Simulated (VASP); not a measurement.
# C (P6_3/mmc) in VASP: notebook, part 2 of 2

VASP 6.6.1.

## 4. Single point, PBE+D3(BJ) (volume scaled by 0.98, then relaxed in part)

The input, INCAR:

```
PREC = Accurate ; ENCUT = 520
EDIFF = 1E-7 ; ISMEAR = -1
SIGMA = 0.15 ; LREAL = False
LASPH = True ; NELM = 60
ALGO = Normal ; ISIF = 2
LWAVE = False ; LCHARG = False
GGA = PE ; IVDW = 12
NBANDS = 16
```

The input, KPOINTS:

```
regular mesh
0
Gamma
  18 18 6
```

The input, POSCAR:

```
C
1.0
    2.4636064635      0.0000000000      0.0000000000
   -1.2318032317      2.1335457823      0.0000000000
    0.0000000000      0.0000000000      6.6110279413
C
4
Direct
    0.0000000000      0.0000000000      0.0025000000
    0.0000000000      0.0000000000      0.5025000000
    0.3333333333      0.6666666667      0.0025000000
    0.6666666667      0.3333333333      0.5025000000
```

Started as:

```
> cat potpaw_PBE.64/C/POTCAR > POTCAR
> mpirun -np 1 vasp_std > vasp.out
```

Wall time 33 s (1 thread of Intel Xeon 6975P-C (Granite Rapids), shared host); peak memory 0.18 GiB.

Results (log left out):

| Property | Result |
| --- | --- |
| Free energy | -37.4701 eV |
| Pressure | 1.2 GPa |
| Band gap on the k mesh | zero (band 8 reaches 4.82 eV, above the bottom of band 9 at 4.79 eV) |
| Dispersion energy per atom | -0.159 eV |

Stress tensor (GPa, compression positive):
```
1.42 0.00 0.00
0.00 1.42 0.00
0.00 0.00 0.63
```

Levels at points of the mesh, in eV from the Fermi level:
```
           k point  band 5  band 6  band 7  band 8  band 9  band 10  band 11  band 12
(0.00, 0.00, 0.00)   -3.02   -3.02   -3.00   -3.00    4.40     8.32     8.32     8.38
(0.50, 0.00, 0.00)   -6.43   -6.37   -2.82   -2.07    1.51     2.22     7.20     7.64
(0.00, 0.00, 0.50)   -3.01   -3.01   -3.01   -3.01    7.16     7.16     8.35     8.35
(0.50, 0.00, 0.50)   -6.40   -6.40   -2.37   -2.37    1.64     1.64     7.41     7.41
```

## 5. Single point, PBE+D3(BJ)

The input, INCAR:

```
  PREC = Accurate
  ENCUT = 520
  EDIFF = 1E-6
  ISMEAR = -1
  SIGMA = 0.15
  LREAL = F
  LASPH = T
  NELM = 80
  ALGO = Normal
  ISIF = 2
  LWAVE = F
  LCHARG = F
  GGA = PE
  IVDW = 12
  NBANDS = 16
```

KPOINTS is that of step 4.

The input, POSCAR:

```
C
1.0
    2.4649796668      0.0000000000      0.0000000000
   -1.2324898334      2.1347350113      0.0000000000
    0.0000000000      0.0000000000      6.7384328400
C
4
Direct
    0.0000000000      0.0000000000      0.0025000000
    0.0000000000      0.0000000000      0.5025000000
    0.3333333333      0.6666666667      0.0025000000
    0.6666666667      0.3333333333      0.5025000000
```

Potentials or basis: VASP PAW PBE potentials, release 64 (C).

Started as:

```
> cat potpaw_PBE.64/C/POTCAR > POTCAR
> mpirun -np 1 vasp_std > vasp.out
```

OUTCAR:

```text
PREC = Accurate
   ENCUT = 520
   EDIFF = 1E-6
   ISMEAR = -1
   LREAL = F
   LASPH = T
   NELM = 80
   ISIF = 2
   GGA = PE
   IVDW = 12
 IVDW          = 12

 ion  position               nearest neighbor table
   1  0.000  0.000  0.002-   3 1.42   3 1.42   3 1.42
   2  0.000  0.000  0.502-   4 1.42   4 1.42   4 1.42
   3  0.333  0.667  0.002-   1 1.42   1 1.42   1 1.42
   4  0.667  0.333  0.502-   2 1.42   2 1.42   2 1.42

  LATTYP: Found a hexagonal cell.
 ALAT       =     2.4649796668
 C/A-ratio  =     2.7336667035

  Lattice vectors:

 A1 = (   2.4649796668,   0.0000000000,   0.0000000000)
 A2 = (  -1.2324898334,   2.1347350113,   0.0000000000)
 A3 = (   0.0000000000,   0.0000000000,   6.7384328400)

Analysis of symmetry for initial positions (statically):
=====================================================================
 Subroutine PRICEL returns:
 Original cell was already a primitive cell.

 Routine SETGRP: Setting up the symmetry group for a
 hexagonal supercell.

 Subroutine GETGRP returns: Found 24 space group operations
 (whereof  6 operations were pure point group operations)
 out of a pool of 24 trial point group operations.

The static configuration has the point symmetry C_3v.
 The point group associated with its full space group is D_6h.

Analysis of symmetry for dynamics (positions and initial velocities):
=====================================================================
 Subroutine PRICEL returns:
 Original cell was already a primitive cell.

 Routine SETGRP: Setting up the symmetry group for a
 hexagonal supercell.

 Subroutine GETGRP returns: Found 24 space group operations
 (whereof  6 operations were pure point group operations)
 out of a pool of 24 trial point group operations.

The dynamic configuration has the point symmetry C_3v.
 The point group associated with its full space group is D_6h.

 Subroutine INISYM returns: Found 24 space group operations
 (whereof  6 operations are pure point group operations),
 and found     1 'primitive' translations

[... 119 lines left out ...]
  volume/ion in A,a.u.               =       8.86        59.82
  Fermi-wavevector in a.u.,A,eV,Ry     =   1.255672  2.372875 21.452459  1.576711
  Thomas-Fermi vector in A             =   2.389417
   LORBIT       =      0    0 simple, 1 ext, 2 COOP (PROOUT), +10 PAW based schemes
   GGA     = PE    functional components
   LHFCALC =     F    Hartree Fock is set to
   AEXX    =    0.0000 exact exchange contribution
   IVDW    =    12    specifies the selected vdW correction
   LEPSILON=     F    determine dielectric tensor
   LRPA    =     F    only Hartree local field effects (RPA)
 non-spin polarized calculation
  energy-cutoff  :      520.00
  volume of cell :       35.46
 maximum number of plane-waves:       979
   NGX =  9   NGY =  9   NGZ = 25

 number of electron      15.9999995 magnetization

 Free energy of the ion-electron system (eV)
  ---------------------------------------------------
  ext. energy  EPLUGINS =         0.00000000
  ---------------------------------------------------
  free energy    TOTEN  =       -36.84974163 eV

  energy without entropy =      -36.84454624  energy(sigma->0) =      -36.84714394

 E-fermi :   4.6482     XC(G=0): -10.2945

 val. band max:        4.6449247386   @ k =   0.3333   0.3333   0.3333
 cond. band min:       4.6529279164   @ k =   0.3333   0.3333   0.5000
 fundamental gap:      0.0080031778
 Fermi energy:         4.6482115301

 k-point     1 :       0.0000    0.0000    0.0000
  band No.  band energies     occupation
      1     -15.0069      2.00000
      2     -14.7164      2.00000
      3      -3.8548      2.00000
      4      -1.9297      2.00000
      5       1.6231      2.00000
      6       1.6231      2.00000
[... 433 lines left out ...]
      3      -7.6198      2.00000
      4      -7.4643      2.00000
      5      -2.6092      2.00000
      6      -2.5354      2.00000
[... 8 lines left out ...]
     15      17.8052      0.00000
     16      18.7698      0.00000

 [... further k-points ...]

------------------------ aborting loop because EDIFF is reached ----------------------------------------

 Edisp (eV)   -0.62221

 E8    (eV) :    -0.1762

  FORCE on cell =-STRESS in cart. coord.  units (eV):
  Direction    XX          YY          ZZ          XY          YZ          ZX
  --------------------------------------------------------------------------------------
  -------------------------------------------------------------------------------------
  Total       0.15784     0.15784    -0.02180    -0.00000     0.00000     0.00000
  in kB       7.13208     7.13208    -0.98484    -0.00000     0.00000     0.00000
  external pressure =        4.43 kB  Pullay stress =        0.00 kB

 VOLUME and BASIS-vectors are now :
 -----------------------------------------------------------------------------
  energy-cutoff  :      520.00
  volume of cell :       35.46
      direct lattice vectors                 reciprocal lattice vectors
     2.464979667  0.000000000  0.000000000     0.405682860  0.234221108  0.000000000
    -1.232489833  2.134735011  0.000000000     0.000000000  0.468442216  0.000000000
     0.000000000  0.000000000  6.738432840     0.000000000  0.000000000  0.148402459

 POSITION                                       TOTAL-FORCE (eV/Angst)
 -----------------------------------------------------------------------------------
      0.00000      0.00000      0.01685         0.000000     -0.000000     -0.000000
      0.00000      0.00000      3.38606        -0.000000      0.000000      0.000000
     -0.00000      1.42316      0.01685        -0.000000     -0.000000      0.000000
      1.23249      0.71158      3.38606         0.000000      0.000000      0.000000
 -----------------------------------------------------------------------------------
    total drift:                               -0.000000     -0.000000     -0.000010

  FREE ENERGIE OF THE ION-ELECTRON SYSTEM (eV)
  ---------------------------------------------------
  free  energy   TOTEN  =       -37.4719494003 eV

  energy  without entropy=      -37.4667540102  energy(sigma->0) =      -37.46935171
```

OSZICAR:

```text
N       E                     dE             d eps       ncg     rms          rms(c)
DAV:   1     0.314299030187E+02    0.31430E+02   -0.78863E+03  4744   0.931E+02
DAV:   2    -0.364853084186E+02   -0.67915E+02   -0.62131E+02  6744   0.186E+02
DAV:   3    -0.391938822623E+02   -0.27086E+01   -0.26950E+01  6120   0.340E+01
DAV:   4    -0.392166030076E+02   -0.22721E-01   -0.22705E-01  6088   0.372E+00
DAV:   5    -0.392169669212E+02   -0.36391E-03   -0.36389E-03  5952   0.445E-01    0.893E+00
DAV:   6    -0.374120047959E+02    0.18050E+01   -0.11936E+00  5648   0.696E+00    0.522E+00
DAV:   7    -0.368416756209E+02    0.57033E+00   -0.14769E+00  5816   0.784E+00    0.148E+00
DAV:   8    -0.368509371642E+02   -0.92615E-02   -0.72782E-02  5640   0.161E+00    0.348E-01
DAV:   9    -0.368495514651E+02    0.13857E-02   -0.20773E-03  6016   0.320E-01    0.973E-02
DAV:  10    -0.368497502590E+02   -0.19879E-03   -0.59357E-04  5256   0.158E-01    0.729E-02
DAV:  11    -0.368497410299E+02    0.92291E-05   -0.30097E-05  6104   0.372E-02    0.587E-03
DAV:  12    -0.368497416347E+02   -0.60472E-06   -0.12201E-06  5240   0.772E-03
   1 F= -.37471949E+02 E0= -.37469352E+02  d E =-.519539E-02
```

stdout:

```text
POSCAR found type information on POSCAR C
 POSCAR found :  1 types and       4 ions
 scaLAPACK will be used
 LDA part: xc-table for (Slater+PW92), standard interpolation
 POSCAR, INCAR and KPOINTS ok, starting setup
 FFT: planning ... GRIDC
 FFT: planning ... GRID_SOFT
 FFT: planning ... GRID
 WAVECAR not read
 entering main loop
```

Wall time 30 s (1 thread of Intel Xeon 6975P-C (Granite Rapids), shared host); peak memory 0.19 GiB.

What came out:

| Quantity | Value |
| --- | --- |
| Free energy | -37.4719 eV |
| Pressure | 0.4 GPa |
| Band gap on the k mesh | zero (band 8 reaches 4.64 eV, above the bottom of band 9 at 4.62 eV) |
| Dispersion energy per atom | -0.156 eV |

## 6. Summary

```csv
cell,k mesh,smearing,gap on the mesh (eV),pressure (GPa)
"a = 2.465, b = 2.465, c = 6.738 Å, angles 90.0, 90.0, 120.0°, 4 atoms",24 × 24 × 8,gaussian 0.15 eV,none,0.4
"a = 2.465, b = 2.465, c = 6.741 Å, angles 90.0, 90.0, 120.0°, 4 atoms",15 × 15 × 5,gaussian 0.1 eV,none,0.4
"a = 2.464, b = 2.464, c = 6.611 Å, angles 90.0, 90.0, 120.0°, 4 atoms",18 × 18 × 6,fermi-dirac 0.15 eV,none,1.2
"a = 2.465, b = 2.465, c = 6.738 Å, angles 90.0, 90.0, 120.0°, 4 atoms",18 × 18 × 6,fermi-dirac 0.15 eV,none,0.4
```

Alike in all rows: task single point; level PBE+D3(BJ); potentials or basis VASP PAW PBE potentials, release 64 (C); no spin polarisation; cutoff (eV) 520.

Total energies depend on the potentials used, so only differences within one code and one set of settings carry meaning.
